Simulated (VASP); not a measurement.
# Rh (Fm-3m) in VASP: a series of runs

Rh is run at these levels: LDA; tasks: single point, relaxation of cell and atoms.

Program: VASP 6.6.1. These are calculated values, not measurements. Logs are shortened: lines on timing, memory, paths and dates and some standing lists are left out, and cuts for length are marked.

## 1. The cell of the first run

The structure is cubic, space group Fm-3m (No. 225). The conventional cell has a = 3.754 Å, b = 3.754 Å, c = 3.754 Å, α = 90.00°, β = 90.00°, γ = 90.00°. Rh (site symmetry m-3m) has 12 Rh at 2.65 Å within 3.5 Å.

## 2. Single point, LDA

The input, INCAR:

```
PREC = Accurate ; ENCUT = 520
EDIFF = 1E-6 ; ISMEAR = -1
SIGMA = 0.05 ; LREAL = False
LASPH = True ; NELM = 80
ALGO = Normal ; ISIF = 2
LWAVE = False ; LCHARG = False
GGA = CA ; NBANDS = 14
```

The input, KPOINTS:

```
Automatic mesh
0
Gamma
  23 23 23
```

The input, POSCAR:

```
Rh
1.0
    0.0000000000      1.8769716198      1.8769716198
    1.8769716198      0.0000000000      1.8769716198
    1.8769716198      1.8769716198      0.0000000000
Rh
1
Direct
    0.0000000000      0.0000000000      0.0000000000
```

Potentials or basis: VASP PAW LDA potentials, release 64 (Rh_pv).

On the command line:

```
> cat potpaw_LDA.64/Rh_pv/POTCAR > POTCAR
> mpirun -np 1 vasp_std > vasp.out
```

OUTCAR:

```text
PREC = Accurate
   ENCUT = 520
   EDIFF = 1E-6
   ISMEAR = -1
   LREAL = False
   LASPH = True
   NELM = 80
   ISIF = 2
   GGA = CA

 ion  position               nearest neighbor table
   1  0.000  0.000  0.000-

  LATTYP: Found a face centered cubic cell.
 ALAT       =     3.7539432396

  Lattice vectors:

 A1 = (   0.0000000000,   1.8769716198,   1.8769716198)
 A2 = (   1.8769716198,   0.0000000000,   1.8769716198)
 A3 = (   1.8769716198,   1.8769716198,   0.0000000000)

Analysis of symmetry for initial positions (statically):
=====================================================================
 Subroutine PRICEL returns:
 Original cell was already a primitive cell.

 Routine SETGRP: Setting up the symmetry group for a
 face centered cubic supercell.

 Subroutine GETGRP returns: Found 48 space group operations
 (whereof 48 operations were pure point group operations)
 out of a pool of 48 trial point group operations.

The static configuration has the point symmetry O_h .

Analysis of symmetry for dynamics (positions and initial velocities):
=====================================================================
 Subroutine PRICEL returns:
 Original cell was already a primitive cell.

 Routine SETGRP: Setting up the symmetry group for a
 face centered cubic supercell.

 Subroutine GETGRP returns: Found 48 space group operations
 (whereof 48 operations were pure point group operations)
 out of a pool of 48 trial point group operations.

The dynamic configuration has the point symmetry O_h .

 Subroutine INISYM returns: Found 48 space group operations
 (whereof 48 operations are pure point group operations),
 and found     1 'primitive' translations

----------------------------------------------------------------------------------------

                                     Primitive cell

  volume of cell :      13.2252

  direct lattice vectors                    reciprocal lattice vectors
     0.000000000  1.876971620  1.876971620    -0.266386553  0.266386553  0.266386553
     1.876971620  0.000000000  1.876971620     0.266386553 -0.266386553  0.266386553
     1.876971620  1.876971620  0.000000000     0.266386553  0.266386553 -0.266386553

  length of vectors
     2.654438721  2.654438721  2.654438721     0.461395044  0.461395044  0.461395044

  position of ions in fractional coordinates (direct lattice)
     0.000000000  0.000000000  0.000000000

  ion indices of the primitive-cell ions
   primitive index   ion index
                 1           1

----------------------------------------------------------------------------------------

 KPOINTS: Automatic mesh

Automatic generation of k-mesh.
 Grid dimensions read from file:
 generate k-points for:   23   23   23

 Generating k-lattice:

  Cartesian coordinates                     Fractional coordinates (reciprocal lattice)
    -0.011582024  0.011582024  0.011582024     0.043478261  0.000000000  0.000000000
     0.011582024 -0.011582024  0.011582024     0.000000000  0.043478261  0.000000000
     0.011582024  0.011582024 -0.011582024     0.000000000  0.000000000  0.043478261

  Length of vectors
     0.020060654  0.020060654  0.020060654

  Shift w.r.t. Gamma in fractional coordinates (k-lattice)
     0.000000000  0.000000000  0.000000000

 Subroutine IBZKPT returns following result:
 ===========================================

 Found    364 irreducible k-points:

 Following reciprocal coordinates:
            Coordinates               Weight
  0.000000  0.000000  0.000000      1.000000
  0.043478  0.000000  0.000000      8.000000
  0.086957  0.000000  0.000000      8.000000
  0.130435  0.000000  0.000000      8.000000
  0.173913  0.000000  0.000000      8.000000
  0.217391  0.000000  0.000000      8.000000
[... 16 lines left out ...]
  0.478261  0.043478  0.000000     24.000000
 -0.478261  0.043478  0.000000     24.000000
 [... further k-points ...]
   k-points           NKPTS =    364   k-points in BZ     NKDIM =    364   number of bands    NBANDS=     14
   number of dos      NEDOS =    301   number of ions     NIONS =      1
   total plane-waves  NPLWV =   8000
   dimension x,y,z NGX =    20 NGY =   20 NGZ =   20
   dimension x,y,z NGXF=    40 NGYF=   40 NGZF=   40
   ions per type =               1
   NGX,Y,Z   is equivalent  to a cutoff of  12.53, 12.53, 12.53 a.u.
   NGXF,Y,Z  is equivalent  to a cutoff of  25.05, 25.05, 25.05 a.u.
 SYSTEM =  unknown system
   PREC   = accura    normal or accurate (medium, high low for compatibility)
   ISTART =      0    job   : 0-new  1-cont  2-samecut
   ICHARG =      2    charge: 1-file 2-atom 10-const
   ISPIN  =      1    spin polarized calculation?
   LNONCOLLINEAR =      F non collinear calculations
   LSORBIT =      F    spin-orbit coupling
   LASPH  =      T    aspherical Exc in radial PAW
   ENCUT  =  520.0 eV  38.22 Ry    6.18 a.u.   4.94  4.94  4.94*2*pi/ulx,y,z
   NELM   =     80;   NELMIN=  2; NELMDL= -5     # of ELM steps
   EDIFF  = 0.1E-05   stopping-criterion for ELM
   LREAL  =      F    real-space projection
   EDIFFG = 0.1E-04   stopping-criterion for IOM
   NSW    =      0    number of steps for IOM
   IBRION =     -1    ionic relax: 0-MD 1-quasi-New 2-CG
   NFREE  =      0    steps in history (QN), initial steepest desc. (CG)
   ISIF   =      2    stress and relaxation
   ISYM   =      2    0-nonsym 1-usesym 2-fastsym
   POTIM  = 0.5000    time-step for ionic-motion
   TEBEG  =    0.0;   TEEND  =   0.0 temperature during run
   PSTRESS=    0.0 pullay stress
   NELECT =      15.0000    total number of electrons
   NUPDOWN=      -1.0000    fix difference up-down
   EMIN   =  10.00;   EMAX   =-10.00  energy-range for DOS
   EFERMI =   0.00;   METHOD = LEGACY
   ISMEAR =    -1;   SIGMA  =   0.05  broadening in eV -4-tet -1-fermi 0-gaus
   EFERMI_NEDOS =   21; number of points for ismear=-14 and -15
   IALGO  =     38    algorithm
   IMIX   =      4    mixing-type and parameters
     AMIX     =   0.40;   BMIX     =  1.00
     AMIX_MAG =   1.60;   BMIX_MAG =  1.00
  volume/ion in A,a.u.               =      13.23        89.25
  Fermi-wavevector in a.u.,A,eV,Ry     =   1.707278  3.226287 39.658231  2.914798
  Thomas-Fermi vector in A             =   2.786160
   LORBIT       =      0    0 simple, 1 ext, 2 COOP (PROOUT), +10 PAW based schemes
   GGA     = CA    functional components
   LHFCALC =     F    Hartree Fock is set to
   AEXX    =    0.0000 exact exchange contribution
   IVDW    =     0    specifies the selected vdW correction
   LEPSILON=     F    determine dielectric tensor
   LRPA    =     F    only Hartree local field effects (RPA)
 non-spin polarized calculation
  energy-cutoff  :      520.00
  volume of cell :       13.23
 maximum number of plane-waves:       368
   NGX =  9   NGY =  9   NGZ =  9

 number of electron      15.0000002 magnetization

 Free energy of the ion-electron system (eV)
  ---------------------------------------------------
  ext. energy  EPLUGINS =         0.00000000
  ---------------------------------------------------
  free energy    TOTEN  =        -8.68838051 eV

  energy without entropy =       -8.67841940  energy(sigma->0) =       -8.68339995

 E-fermi :  12.4392     XC(G=0): -14.6004

 val. band max:       12.4338068494   @ k =   0.3913   0.2174   0.0435
 cond. band min:      12.4503198308   @ k =   0.3478   0.3043   0.0000
 fundamental gap:      0.0165129814
 Fermi energy:        12.4392175128

 k-point     1 :       0.0000    0.0000    0.0000
  band No.  band energies     occupation
      1     -33.7891      2.00000
      2     -33.7891      2.00000
      3     -33.7891      2.00000
      4       4.1253      2.00000
      5       9.1408      2.00000
      6       9.1408      2.00000
      7       9.1408      2.00000
      8      11.4008      2.00000
      9      11.4008      2.00000
     10      28.3522      0.00000
     11      32.6826      0.00000
     12      33.9827      0.00000
     13      33.9827      0.00000
     14      33.9827      0.00000

 k-point     2 :       0.0435    0.0000    0.0000
  band No.  band energies     occupation
      1     -33.8056      2.00000
      2     -33.7913      2.00000
      3     -33.7913      2.00000
      4       4.2051      2.00000
      5       9.1036      2.00000
      6       9.1730      2.00000
      7       9.1730      2.00000
      8      11.3817      2.00000
      9      11.3817      2.00000
     10      28.4740      0.00000
     11      32.6821      0.00000
     12      33.5399      0.00000
     13      34.1032      0.00000
     14      34.1032      0.00000

 k-point     3 :       0.0870    0.0000    0.0000
  band No.  band energies     occupation
      1     -33.8536      2.00000
      2     -33.7977      2.00000
      3     -33.7977      2.00000
      4       4.4382      2.00000
      5       9.0035      2.00000
      6       9.2625      2.00000
      7       9.2625      2.00000
      8      11.3338      2.00000
      9      11.3338      2.00000
     10      28.8180      0.00000
     11      32.5087      0.00000
     12      32.6909      0.00000
     13      34.4579      0.00000
     14      34.4579      0.00000
[... 324 lines left out ...]
 k-point    23 :       0.4783    0.0435    0.0000
  band No.  band energies     occupation
      1     -34.6261      2.00000
      2     -33.9133      2.00000
      3     -33.9099      2.00000
      4       6.0123      2.00000
      5       9.0206      2.00000
      6       9.1408      2.00000
      7      12.0851      1.99832
      8      13.0652      0.00001
      9      13.8149      0.00000
     10      21.6838      0.00000
     11      28.0593      0.00000
     12      32.6837      0.00000
     13      33.8336      0.00000
     14      33.9721      0.00000

 k-point    24 :      -0.4783    0.0435    0.0000
  band No.  band energies     occupation
      1     -34.6360      2.00000
      2     -33.9177      2.00000
      3     -33.9085      2.00000
      4       5.9992      2.00000
      5       9.0130      2.00000
      6       9.1184      2.00000
      7      12.2305      1.96970
      8      13.0411      0.00001
      9      13.9957      0.00000
     10      21.4312      0.00000
     11      27.9971      0.00000
     12      32.6838      0.00000
     13      33.6742      0.00000
     14      33.9032      0.00000

 [... further k-points ...]

------------------------ aborting loop because EDIFF is reached ----------------------------------------

  FORCE on cell =-STRESS in cart. coord.  units (eV):
  Direction    XX          YY          ZZ          XY          YZ          ZX
  --------------------------------------------------------------------------------------
  -------------------------------------------------------------------------------------
  Total        0.0746995      0.0746995      0.0746995     -0.0000000     -0.0000000      0.0000000
  in kB        9.0495126      9.0495126      9.0495126     -0.0000000     -0.0000000      0.0000000
  external PRESSURE =       9.0495126 kB  Pullay stress =       0.0000000 kB

 VOLUME and BASIS-vectors are now :
 -----------------------------------------------------------------------------
  energy-cutoff  :      520.00
  volume of cell :       13.23
      direct lattice vectors                 reciprocal lattice vectors
     0.000000000  1.876971620  1.876971620    -0.266386553  0.266386553  0.266386553
     1.876971620  0.000000000  1.876971620     0.266386553 -0.266386553  0.266386553
     1.876971620  1.876971620  0.000000000     0.266386553  0.266386553 -0.266386553

 POSITION                                       TOTAL-FORCE (eV/Angst)
 -----------------------------------------------------------------------------------
      0.00000      0.00000      0.00000         0.000000      0.000000     -0.000000
 -----------------------------------------------------------------------------------
    total drift:                                0.000000      0.000000      0.000000

  FREE ENERGIE OF THE ION-ELECTRON SYSTEM (eV)
  ---------------------------------------------------
  free  energy   TOTEN  =        -8.6883805053 eV

  energy  without entropy=       -8.6784194041  energy(sigma->0) =       -8.68339995
```

It took 48 s on 1 thread of Intel Xeon 8259CL, shared host; peak memory 0.17 GiB.

Results:

```yaml
Free_energy: -8.6884 eV
Pressure: 0.9 GPa
Band_gap_on_the_k_mesh: zero (an odd number of electrons rules out a gap without spin polarisation)
```

## 3. Relaxation of cell and atoms, LDA

This run uses another cell than the first one, of 13.75 Å³/atom.

The input, INCAR:

```
PREC     = Accurate       # precision mode
ENCUT    = 600            # plane-wave cutoff, eV
EDIFF    = 1E-7           # SCF threshold, eV
ISMEAR   = -1             # smearing method
SIGMA    = 0.05           # smearing width, eV
LREAL    = False          # projectors in reciprocal space
LASPH    = True           # aspherical terms in the spheres
NELM     = 80             # most SCF steps
ALGO     = Normal         # electronic algorithm
ISIF     = 3              # what is computed and relaxed
LWAVE    = False          # write WAVECAR
LCHARG   = False          # write CHGCAR
IBRION   = 2              # ionic algorithm
NSW      = 100            # ionic steps
EDIFFG   = -0.003         # ionic threshold
```

The input, KPOINTS:

```
regular mesh
0
Gamma
  23 23 23
```

The input, POSCAR:

```
Rh
1.0
    0.0000000000      1.9015500000      1.9015500000
    1.9015500000      0.0000000000      1.9015500000
    1.9015500000      1.9015500000      0.0000000000
Rh
1
Direct
    0.0000000000      0.0000000000      0.0000000000
```

Potentials or basis: VASP PAW LDA potentials, release 64 (Rh_pv).

On the command line:

```
> cat potpaw_LDA.64/Rh_pv/POTCAR > POTCAR
> mpirun -np 1 vasp_std > vasp.out
```

OUTCAR:

```text
PREC = Accurate
   ENCUT = 600
   EDIFF = 1E-7
   ISMEAR = -1
   LREAL = False
   LASPH = True
   NELM = 80
   ISIF = 3
   IBRION = 2
   NSW = 100
   EDIFFG = -0.003

 ion  position               nearest neighbor table
   1  0.000  0.000  0.000-

  LATTYP: Found a face centered cubic cell.
 ALAT       =     3.8031000000

  Lattice vectors:

 A1 = (   0.0000000000,   1.9015500000,   1.9015500000)
 A2 = (   1.9015500000,   0.0000000000,   1.9015500000)
 A3 = (   1.9015500000,   1.9015500000,   0.0000000000)

Analysis of symmetry for initial positions (statically):
=====================================================================
 Subroutine PRICEL returns:
 Original cell was already a primitive cell.

 Routine SETGRP: Setting up the symmetry group for a
 face centered cubic supercell.

[... 396 lines left out ...]
      3     -33.8348      2.00000
      4       4.0950      2.00000
      5       9.1038      2.00000
      6       9.1038      2.00000
      7       9.1038      2.00000
      8      11.3548      2.00000
      9      11.3548      2.00000
     10      28.3060      0.00000
     11      32.6419      0.00000
[... 309 lines left out ...]
 k-point    24 :      -0.4783    0.0435    0.0000
  band No.  band energies     occupation
      1     -34.6741      2.00000
      2     -33.9623      2.00000
      3     -33.9532      2.00000
      4       5.9717      2.00000
      5       8.9770      2.00000
      6       9.0819      2.00000
      7      12.1830      1.96831
      8      12.9884      0.00001
      9      13.9433      0.00000
     10      21.3538      0.00000
     11      27.9490      0.00000

 [... further k-points ...]

------------------------ aborting loop because EDIFF is reached ----------------------------------------

  FORCE on cell =-STRESS in cart. coord.  units (eV):
  Direction    XX          YY          ZZ          XY          YZ          ZX
  --------------------------------------------------------------------------------------
  -------------------------------------------------------------------------------------
  Total       -0.0004304     -0.0004304     -0.0004304     -0.0000000      0.0000000      0.0000000
  in kB       -0.0520092     -0.0520092     -0.0520092     -0.0000000      0.0000000      0.0000000
  external PRESSURE =      -0.0520092 kB  Pullay stress =       0.0000000 kB
[... 16 lines left out ...]
  FREE ENERGIE OF THE ION-ELECTRON SYSTEM (eV)
  ---------------------------------------------------
  free  energy   TOTEN  =        -8.6890704727 eV

  energy  without entropy=       -8.6790672364  energy(sigma->0) =       -8.68406885

 reached required accuracy - stopping structural energy minimisation
```

OSZICAR:

```text
N       E                     dE             d eps       ncg     rms          rms(c)
DAV:   1     0.124761339493E+03    0.12476E+03   -0.10113E+04  8008   0.162E+03
DAV:   2    -0.755442561792E+01   -0.13232E+03   -0.12675E+03  8203   0.411E+02
[... 52 lines left out ...]
   6 F= -.86890537E+01 E0= -.86840426E+01  d E =0.131758E-04
       N       E                     dE             d eps       ncg     rms          rms(c)
DAV:   1    -0.868946014828E+01   -0.40638E-03   -0.58307E-03  8431   0.129E+00    0.145E-01
DAV:   2    -0.868907320272E+01    0.38695E-03   -0.95967E-04  8293   0.475E-01    0.238E-02
DAV:   3    -0.868907001843E+01    0.31843E-05   -0.10628E-05  8830   0.447E-02    0.136E-02
DAV:   4    -0.868907048699E+01   -0.46855E-06   -0.28934E-06  8464   0.223E-02    0.938E-04
DAV:   5    -0.868907047272E+01    0.14261E-07   -0.61476E-08  5738   0.406E-03
   7 F= -.86890705E+01 E0= -.86840689E+01  d E =-.355386E-05
```

Wall time 3.5 min (1 thread of Intel Xeon 8259CL, shared host); peak memory 0.2 GiB.

What came out:

| Quantity | Value |
| --- | --- |
| Free energy | -8.6891 eV |
| Relaxed volume | 13.26 Å³/atom |
| Relaxed cell | a = 2.657 Å, b = 2.657 Å, c = 2.657 Å, α = 60.00°, β = 60.00°, γ = 60.00° |
| Space group after relaxing (to 0.1 Å) | Fm-3m (No. 225) |
| Energy gained by relaxing | 16.8 meV/atom |
| Ionic steps | 7 |
| Pressure after relaxing | 0.0 GPa |
| Band gap on the k mesh | zero (an odd number of electrons rules out a gap without spin polarisation) |

Step by step:
```csv
step,energy change (eV),largest force (eV/Å),pressure (GPa),volume (Å³)
1,0.0000,0.0000,-10.54,13.75
2,0.1210,0.0000,39.55,12.03
3,-0.0168,0.0000,-0.43,13.28
4,-0.0168,0.0000,-0.07,13.26
5,-0.0168,0.0000,0.16,13.25
6,-0.0168,0.0000,-0.35,13.27
7,-0.0168,0.0000,-0.01,13.26
```

Final structure:
```cif
data_structure
_symmetry_space_group_name_H-M 'P 1'
_symmetry_Int_Tables_number 1
_cell_length_a 2.6567
_cell_length_b 2.6567
_cell_length_c 2.6567
_cell_angle_alpha 60.000
_cell_angle_beta 60.000
_cell_angle_gamma 60.000
_cell_volume 13.26
loop_
_atom_site_label
_atom_site_type_symbol
_atom_site_fract_x
_atom_site_fract_y
_atom_site_fract_z
_atom_site_occupancy
Rh1 Rh 0.00000 0.00000 0.00000 1
```

LDA usually gives volumes a few per cent too small. Zero-point motion and thermal expansion aren't in these numbers.
